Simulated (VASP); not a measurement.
# SiMo3 (Pm-3n) in VASP: further runs

Runs on SiMo3. Level: PBEsol. Tasks: single point, relaxation of cell and atoms.

All numbers are computed with VASP 6.6.1; they aren't measurements. Logs are shortened: lines on timing, memory, paths and dates and some standing lists are left out, and cuts for length are marked.

## (1) The cell of the first run

The structure is cubic, space group Pm-3n (No. 223). Conventional cell: a = 4.889 Å, b = 4.889 Å, c = 4.889 Å, α = 90.00°, β = 90.00°, γ = 90.00°. Mo (site symmetry -4m2) has 10 Mo at 2.44 to 2.99 Å and 4 Si at 2.73 Å within 3.2 Å. Within 3.6 Å of Si (site symmetry m-3) lie 12 Mo at 2.73 Å.

## (2) Single point, PBEsol

Input file INCAR:

```
SYSTEM = SiMo3
ALGO = Fast
EDIFF = 1E-7
ENCUT = 520
GGA = PS
ISIF = 2
ISMEAR = -1
LASPH = .TRUE.
LCHARG = .FALSE.
LREAL = .FALSE.
LWAVE = .FALSE.
NBANDS = 56
NELM = 60
PREC = Accurate
SIGMA = 0.05
```

Input file KPOINTS:

```
k-points
0
G
  6 6 6
  0 0 0
```

Input file POSCAR:

```
SiMo3
1.0
    4.8890000000      0.0000000000      0.0000000000
    0.0000000000      4.8890000000      0.0000000000
    0.0000000000      0.0000000000      4.8890000000
Mo Si
6 2
Direct
    0.0000000000      0.5000000000      0.2500000000
    0.0000000000      0.5000000000      0.7500000000
    0.5000000000      0.2500000000      0.0000000000
    0.7500000000      0.0000000000      0.5000000000
    0.5000000000      0.7500000000      0.0000000000
    0.2500000000      0.0000000000      0.5000000000
    0.5000000000      0.5000000000      0.5000000000
    0.0000000000      0.0000000000      0.0000000000
```

Potentials or basis: VASP PAW PBE potentials, release 64 (Mo_sv, Si).

Command:

```sh
cat potpaw_PBE.64/Mo_sv/POTCAR potpaw_PBE.64/Si/POTCAR > POTCAR
mpirun -np 1 vasp_std > vasp.out
```

OUTCAR:

```text
SYSTEM = SiMo3
   EDIFF = 1E-7
   ENCUT = 520
   GGA = PS
   ISIF = 2
   ISMEAR = -1
   LASPH = .TRUE.
   LREAL = .FALSE.
   NELM = 60
   PREC = Accurate

 ion  position               nearest neighbor table
   1  0.000  0.500  0.250-   2 2.44   2 2.44   8 2.73   7 2.73   8 2.73   7 2.73   4 2.99   5 2.99
                             4 2.99   6 2.99   6 2.99   3 2.99   5 2.99   3 2.99
   2  0.000  0.500  0.750-   1 2.44   1 2.44   8 2.73   7 2.73   8 2.73   7 2.73   4 2.99   5 2.99
                             4 2.99   6 2.99   6 2.99   3 2.99   5 2.99   3 2.99
   3  0.500  0.250  0.000-   5 2.44   5 2.44   8 2.73   7 2.73   7 2.73   8 2.73   4 2.99   4 2.99
                             6 2.99   1 2.99   6 2.99   1 2.99   2 2.99   2 2.99
   4  0.750  0.000  0.500-   6 2.44   6 2.44   8 2.73   8 2.73   7 2.73   7 2.73   3 2.99   3 2.99
                             5 2.99   5 2.99   1 2.99   2 2.99   1 2.99   2 2.99
   5  0.500  0.750  0.000-   3 2.44   3 2.44   8 2.73   7 2.73   7 2.73   8 2.73   1 2.99   4 2.99
                             6 2.99   4 2.99   6 2.99   1 2.99   2 2.99   2 2.99
   6  0.250  0.000  0.500-   4 2.44   4 2.44   8 2.73   8 2.73   7 2.73   7 2.73   3 2.99   3 2.99
                             5 2.99   1 2.99   1 2.99   2 2.99   5 2.99   2 2.99
   7  0.500  0.500  0.500-   1 2.73   2 2.73   3 2.73   4 2.73   5 2.73   6 2.73   3 2.73   5 2.73
                             4 2.73   6 2.73   1 2.73   2 2.73
   8  0.000  0.000  0.000-   1 2.73   2 2.73   3 2.73   4 2.73   5 2.73   6 2.73   4 2.73   6 2.73
                             1 2.73   2 2.73   3 2.73   5 2.73

  LATTYP: Found a simple cubic cell.
 ALAT       =     4.8890000000

  Lattice vectors:

 A1 = (   4.8890000000,   0.0000000000,   0.0000000000)
 A2 = (   0.0000000000,   4.8890000000,   0.0000000000)
 A3 = (   0.0000000000,   0.0000000000,   4.8890000000)

Analysis of symmetry for initial positions (statically):
=====================================================================
 Subroutine PRICEL returns:
 Original cell was already a primitive cell.

 Routine SETGRP: Setting up the symmetry group for a
 simple cubic supercell.

 Subroutine GETGRP returns: Found 48 space group operations
 (whereof 24 operations were pure point group operations)
 out of a pool of 48 trial point group operations.

The static configuration has the point symmetry T_h .
 The point group associated with its full space group is O_h .

Analysis of symmetry for dynamics (positions and initial velocities):
=====================================================================
 Subroutine PRICEL returns:
 Original cell was already a primitive cell.

 Routine SETGRP: Setting up the symmetry group for a
 simple cubic supercell.

 Subroutine GETGRP returns: Found 48 space group operations
 (whereof 24 operations were pure point group operations)
 out of a pool of 48 trial point group operations.

The dynamic configuration has the point symmetry T_h .
 The point group associated with its full space group is O_h .

 Subroutine INISYM returns: Found 48 space group operations
 (whereof 24 operations are pure point group operations),
 and found     1 'primitive' translations

----------------------------------------------------------------------------------------

                                     Primitive cell

  volume of cell :     116.8584

  direct lattice vectors                    reciprocal lattice vectors
     4.889000000  0.000000000  0.000000000     0.204540806  0.000000000  0.000000000
     0.000000000  4.889000000  0.000000000     0.000000000  0.204540806  0.000000000
     0.000000000  0.000000000  4.889000000     0.000000000  0.000000000  0.204540806

  length of vectors
     4.889000000  4.889000000  4.889000000     0.204540806  0.204540806  0.204540806

  position of ions in fractional coordinates (direct lattice)
     0.000000000  0.500000000  0.250000000
     0.000000000  0.500000000  0.750000000
     0.500000000  0.250000000  0.000000000
     0.750000000  0.000000000  0.500000000
     0.500000000  0.750000000  0.000000000
     0.250000000  0.000000000  0.500000000
     0.500000000  0.500000000  0.500000000
     0.000000000  0.000000000  0.000000000

  ion indices of the primitive-cell ions
   primitive index   ion index
                 1           1
                 2           2
                 3           3
                 4           4
                 5           5
                 6           6
                 7           7
                 8           8

----------------------------------------------------------------------------------------

 KPOINTS: k-points

Automatic generation of k-mesh.
 Grid dimensions read from file:
 generate k-points for:    6    6    6

 Generating k-lattice:

  Cartesian coordinates                     Fractional coordinates (reciprocal lattice)
     0.034090134  0.000000000  0.000000000     0.166666667  0.000000000  0.000000000
     0.000000000  0.034090134  0.000000000     0.000000000  0.166666667  0.000000000
     0.000000000  0.000000000  0.034090134     0.000000000  0.000000000  0.166666667

  Length of vectors
     0.034090134  0.034090134  0.034090134

  Shift w.r.t. Gamma in fractional coordinates (k-lattice)
     0.000000000  0.000000000  0.000000000

 Subroutine IBZKPT returns following result:
 ===========================================

 Found     20 irreducible k-points:

 Following reciprocal coordinates:
            Coordinates               Weight
  0.000000  0.000000  0.000000      1.000000
  0.166667  0.000000  0.000000      6.000000
  0.333333  0.000000  0.000000      6.000000
  0.500000  0.000000  0.000000      3.000000
  0.166667  0.166667  0.000000     12.000000
  0.333333  0.166667  0.000000     24.000000
[... 12 lines left out ...]
  0.500000  0.500000  0.333333      6.000000
  0.500000  0.500000  0.500000      1.000000
   k-points           NKPTS =     20   k-points in BZ     NKDIM =     20   number of bands    NBANDS=     56
   number of dos      NEDOS =    301   number of ions     NIONS =      8
   total plane-waves  NPLWV =  46656
   dimension x,y,z NGX =    36 NGY =   36 NGZ =   36
   dimension x,y,z NGXF=    72 NGYF=   72 NGZF=   72
   ions per type =               6   2
   NGX,Y,Z   is equivalent  to a cutoff of  12.24, 12.24, 12.24 a.u.
   NGXF,Y,Z  is equivalent  to a cutoff of  24.48, 24.48, 24.48 a.u.
 SYSTEM =  SiMo3
   PREC   = accura    normal or accurate (medium, high low for compatibility)
   ISTART =      0    job   : 0-new  1-cont  2-samecut
   ICHARG =      2    charge: 1-file 2-atom 10-const
   ISPIN  =      1    spin polarized calculation?
   LNONCOLLINEAR =      F non collinear calculations
   LSORBIT =      F    spin-orbit coupling
   LASPH  =      T    aspherical Exc in radial PAW
   ENCUT  =  520.0 eV  38.22 Ry    6.18 a.u.   9.09  9.09  9.09*2*pi/ulx,y,z
   NELM   =     60;   NELMIN=  2; NELMDL= -5     # of ELM steps
   EDIFF  = 0.1E-06   stopping-criterion for ELM
   LREAL  =      F    real-space projection
   EDIFFG = 0.1E-05   stopping-criterion for IOM
   NSW    =      0    number of steps for IOM
   IBRION =     -1    ionic relax: 0-MD 1-quasi-New 2-CG
   NFREE  =      0    steps in history (QN), initial steepest desc. (CG)
   ISIF   =      2    stress and relaxation
   ISYM   =      2    0-nonsym 1-usesym 2-fastsym
   POTIM  = 0.5000    time-step for ionic-motion
   TEBEG  =    0.0;   TEEND  =   0.0 temperature during run
   PSTRESS=    0.0 pullay stress
   NELECT =      92.0000    total number of electrons
   NUPDOWN=      -1.0000    fix difference up-down
   EMIN   =  10.00;   EMAX   =-10.00  energy-range for DOS
   EFERMI =   0.00;   METHOD = LEGACY
   ISMEAR =    -1;   SIGMA  =   0.05  broadening in eV -4-tet -1-fermi 0-gaus
   EFERMI_NEDOS =   21; number of points for ismear=-14 and -15
   IALGO  =     68    algorithm
   IMIX   =      4    mixing-type and parameters
     AMIX     =   0.40;   BMIX     =  1.00
     AMIX_MAG =   1.60;   BMIX_MAG =  1.00
  volume/ion in A,a.u.               =      14.61        98.57
  Fermi-wavevector in a.u.,A,eV,Ry     =   1.511648  2.856601 31.090405  2.285080
  Thomas-Fermi vector in A             =   2.621677
   LORBIT       =      0    0 simple, 1 ext, 2 COOP (PROOUT), +10 PAW based schemes
   GGA     = PS    functional components
   LHFCALC =     F    Hartree Fock is set to
   AEXX    =    0.0000 exact exchange contribution
   IVDW    =     0    specifies the selected vdW correction
   LEPSILON=     F    determine dielectric tensor
   LRPA    =     F    only Hartree local field effects (RPA)
 non-spin polarized calculation
 RMM-DIIS sequential band-by-band and
  energy-cutoff  :      520.00
  volume of cell :      116.86
 maximum number of plane-waves:      3178
   NGX = 19   NGY = 19   NGZ = 19

 number of electron      91.9999979 magnetization

 Free energy of the ion-electron system (eV)
  ---------------------------------------------------
  ext. energy  EPLUGINS =         0.00000000
  ---------------------------------------------------
  free energy    TOTEN  =       -85.08461910 eV

  energy without entropy =      -85.05164728  energy(sigma->0) =      -85.06813319

 E-fermi :  12.6512     XC(G=0): -13.2325

 val. band max:       12.5835381954   @ k =   0.5000   0.3333   0.0000
 cond. band min:      12.6553754842   @ k =   0.5000   0.3333   0.0000
 fundamental gap:      0.0718372888
 Fermi energy:        12.6512374100

 k-point     1 :       0.0000    0.0000    0.0000
  band No.  band energies     occupation
      1     -48.5341      2.00000
      2     -48.4174      2.00000
      3     -48.4174      2.00000
      4     -48.0850      2.00000
      5     -48.0850      2.00000
      6     -48.0850      2.00000
[... 48 lines left out ...]
     55      15.3728      0.00000
     56      15.3748      0.00000

 k-point     2 :       0.1667    0.0000    0.0000
  band No.  band energies     occupation
      1     -48.5217      2.00000
      2     -48.4233      2.00000
      3     -48.4007      2.00000
      4     -48.1102      2.00000
      5     -48.0850      2.00000
      6     -48.0850      2.00000
[... 1055 lines left out ...]
  band No.  band energies     occupation
      1     -48.2745      2.00000
      2     -48.2745      2.00000
      3     -48.2745      2.00000
      4     -48.2745      2.00000
      5     -48.2745      2.00000
      6     -48.2745      2.00000
[... 48 lines left out ...]
     55      14.8939      0.00000
     56      14.8940      0.00000

------------------------ aborting loop because EDIFF is reached ----------------------------------------

  FORCE on cell =-STRESS in cart. coord.  units (eV):
  Direction    XX          YY          ZZ          XY          YZ          ZX
  --------------------------------------------------------------------------------------
  -------------------------------------------------------------------------------------
  Total       -2.7675531     -2.7675531     -2.7675531     -0.0000000      0.0000000      0.0000000
  in kB      -37.9442896    -37.9442896    -37.9442896     -0.0000000      0.0000000      0.0000000
  external PRESSURE =     -37.9442896 kB  Pullay stress =       0.0000000 kB

 VOLUME and BASIS-vectors are now :
 -----------------------------------------------------------------------------
  energy-cutoff  :      520.00
  volume of cell :      116.86
      direct lattice vectors                 reciprocal lattice vectors
     4.889000000  0.000000000  0.000000000     0.204540806  0.000000000  0.000000000
     0.000000000  4.889000000  0.000000000     0.000000000  0.204540806  0.000000000
     0.000000000  0.000000000  4.889000000     0.000000000  0.000000000  0.204540806

 POSITION                                       TOTAL-FORCE (eV/Angst)
 -----------------------------------------------------------------------------------
      0.00000      2.44450      1.22225        -0.000000     -0.000000      0.000000
      0.00000      2.44450      3.66675         0.000000      0.000000     -0.000000
      2.44450      1.22225      0.00000        -0.000000     -0.000000      0.000000
      3.66675      0.00000      2.44450        -0.000000     -0.000000     -0.000000
      2.44450      3.66675      0.00000        -0.000000      0.000000     -0.000000
      1.22225      0.00000      2.44450         0.000000      0.000000      0.000000
      2.44450      2.44450      2.44450         0.000000     -0.000000     -0.000000
      0.00000      0.00000      0.00000         0.000000     -0.000000     -0.000000
 -----------------------------------------------------------------------------------
    total drift:                                0.000000      0.000000     -0.000000

  FREE ENERGIE OF THE ION-ELECTRON SYSTEM (eV)
  ---------------------------------------------------
  free  energy   TOTEN  =       -85.0846191025 eV

  energy  without entropy=      -85.0516472819  energy(sigma->0) =      -85.06813319
```

Wall time 1.7 min (1 thread of Intel Xeon Platinum 8488C (Sapphire Rapids), shared host); peak memory 0.25 GiB.

Results:

```yaml
Free_energy: -85.0846 eV
Pressure: -3.8 GPa
Band_gap_on_the_k_mesh: zero (band 46 reaches 13.90 eV, above the bottom of band 47 at 11.45 eV)
```

Caveat: the PAW data sets were made with another functional, which shifts forces and pressure a little.

## (3) Single point, PBEsol

This run uses another cell than the first one, of 14.36 Å³/atom, 0.983 times its volume.

Input file INCAR:

```
  ALGO = Fast
  EDIFF = 1E-6
  ENCUT = 520
  GGA = PS
  ISIF = 2
  ISMEAR = -1
  LASPH = T
  LCHARG = F
  LREAL = F
  LWAVE = F
  NBANDS = 56
  NELM = 80
  PREC = Accurate
  SIGMA = 0.05
```

Input file KPOINTS:

```
k-points
0
Gamma
  6 6 6
```

POSCAR, as its differences from that of step 2:

```diff
@@ -2,5 +2,5 @@
 1.0
-    4.8890000000      0.0000000000      0.0000000000
-    0.0000000000      4.8890000000      0.0000000000
-    0.0000000000      0.0000000000      4.8890000000
+    4.8614642609      0.0000000000      0.0000000000
+    0.0000000000      4.8614642609      0.0000000000
+    0.0000000000      0.0000000000      4.8614642609
 Mo Si
```

Potentials or basis: VASP PAW PBE potentials, release 64 (Mo_sv, Si).

Command:

```sh
cat potpaw_PBE.64/Mo_sv/POTCAR potpaw_PBE.64/Si/POTCAR > POTCAR
mpirun -np 1 vasp_std > vasp.out
```

Wall time 2.7 min (1 thread of Intel Xeon Platinum 8259CL at 2.50GHz (Skylake/Cascade Lake), shared host); peak memory 0.25 GiB.

It converged, with:

* Free energy: -85.1037 eV
* Pressure: 0.6 GPa
* Band gap on the k mesh: zero (band 46 reaches 14.20 eV, above the bottom of band 47 at 11.71 eV)

Levels at points of the mesh, in eV from the Fermi level:
```csv
k point,band 42,band 43,band 44,band 45,band 46,band 47,band 48,band 49,band 50,band 51
"(0.00, 0.00, 0.00)",-2.24,-1.61,-1.61,1.27,1.27,1.27,2.12,2.44,2.45,2.70
"(0.50, 0.00, 0.00)",-2.53,-1.74,-1.74,0.26,0.26,0.94,0.94,1.54,1.54,1.61
"(0.50, 0.50, 0.00)",-1.29,-1.16,-0.89,-0.89,-0.78,-0.73,-0.54,-0.10,0.26,0.84
"(0.50, 0.50, 0.50)",-1.83,-1.21,-1.21,-1.21,-1.21,-1.21,-1.21,1.29,1.29,1.29
```

Caveat: the PAW data sets were made with another functional, which shifts forces and pressure a little.

## (4) Relaxation of cell and atoms, PBEsol

Input file INCAR:

```
SYSTEM = SiMo3
PREC = Accurate ; ENCUT = 600
EDIFF = 1E-6 ; ISMEAR = -1
SIGMA = 0.05 ; LREAL = .False.
LASPH = .True. ; NELM = 80
ALGO = Fast ; ISIF = 3
LWAVE = .False. ; LCHARG = .False.
GGA = PS ; IBRION = 2
NSW = 60 ; EDIFFG = -0.01
```

Input file KPOINTS:

```
regular mesh
0
Gamma
  6 6 6
  0 0 0
```

POSCAR, as its differences from that of step 3:

```diff
@@ -2,5 +2,5 @@
 1.0
-    4.8614642609      0.0000000000      0.0000000000
-    0.0000000000      4.8614642609      0.0000000000
-    0.0000000000      0.0000000000      4.8614642609
+    4.8890000000      0.0000000000      0.0000000000
+    0.0000000000      4.8890000000      0.0000000000
+    0.0000000000      0.0000000000      4.8890000000
 Mo Si
```

Command:

```sh
cat potpaw_PBE.64/Mo_sv/POTCAR potpaw_PBE.64/Si/POTCAR > POTCAR
mpirun -np 1 vasp_std > vasp.out
```

Wall time 8.5 min (1 thread of Intel Xeon Platinum 8259CL at 2.50GHz (Skylake/Cascade Lake), shared host); peak memory 0.31 GiB.

Results (log left out):

```yaml
Free_energy: -85.1053 eV
Relaxed_volume: 14.39 Å³/atom
Relaxed_cell: a = 4.865 Å, b = 4.865 Å, c = 4.865 Å, α = 90.00°, β = 90.00°, γ = 90.00°
Space_group_after_relaxing_to_0.05_Å: Pm-3n (No. 223)
Energy_gained_by_relaxing: 2.6 meV/atom
Ionic_steps: 3
Pressure_after_relaxing: -0.1 GPa
Band_gap_on_the_k_mesh: zero (band 46 reaches 14.16 eV, above the bottom of band 47 at 11.68 eV)
```

Step by step:
| step | energy change (eV) | largest force (eV/Å) | pressure (GPa) | volume (Å³) |
| --- | --- | --- | --- | --- |
| 1 | 0.0000 | 0.0000 | -3.85 | 116.86 |
| 2 | 0.1089 | 0.0000 | 10.52 | 111.03 |
| 3 | -0.0212 | 0.0000 | -0.07 | 115.15 |

Final structure:
```
Mo Si
1.0
     4.86504    0.00000    0.00000
     0.00000    4.86504    0.00000
     0.00000    0.00000    4.86504
Mo Si
6 2
Direct
  0.00000 0.50000 0.25000
  0.00000 0.50000 0.75000
  0.50000 0.25000 0.00000
  0.75000 0.00000 0.50000
  0.50000 0.75000 0.00000
  0.25000 0.00000 0.50000
  0.50000 0.50000 0.50000
  0.00000 0.00000 0.00000
```

Levels at points of the mesh, in eV from the Fermi level:
| k point | band 43 | band 44 | band 45 | band 46 | band 47 | band 48 | band 49 | band 50 |
| --- | --- | --- | --- | --- | --- | --- | --- | --- |
| (0.00, 0.00, 0.00) | -1.61 | -1.61 | 1.27 | 1.27 | 1.27 | 2.11 | 2.44 | 2.46 |
| (0.50, 0.00, 0.00) | -1.74 | -1.74 | 0.26 | 0.26 | 0.94 | 0.94 | 1.54 | 1.54 |
| (0.50, 0.50, 0.00) | -1.16 | -0.89 | -0.89 | -0.78 | -0.73 | -0.53 | -0.10 | 0.26 |
| (0.50, 0.50, 0.50) | -1.21 | -1.21 | -1.21 | -1.21 | -1.21 | -1.21 | 1.29 | 1.29 |

Caveat: the PAW data sets were made with another functional, which shifts forces and pressure a little.

## (5) The runs side by side

| task | cell | cutoff (eV) | gap on the mesh (eV) | pressure (GPa) |
| --- | --- | --- | --- | --- |
| single point | a = 4.889 Å, 8 atoms | 520 | none | -3.8 |
| single point | a = 4.861 Å, 8 atoms | 520 | none | 0.6 |
| relaxation of cell and atoms | relaxed from a = 4.889 Å, 8 atoms | 600 | none | -0.1 |

Alike in all rows: level PBEsol; potentials or basis VASP PAW PBE potentials, release 64 (Mo_sv, Si); no spin polarisation; k mesh 6 × 6 × 6; smearing fermi-dirac 0.05 eV.

Caveats: the PAW data sets were made with another functional, which shifts forces and pressure a little.

Total energies depend on the potentials used, so only differences within one code and one set of settings carry meaning.
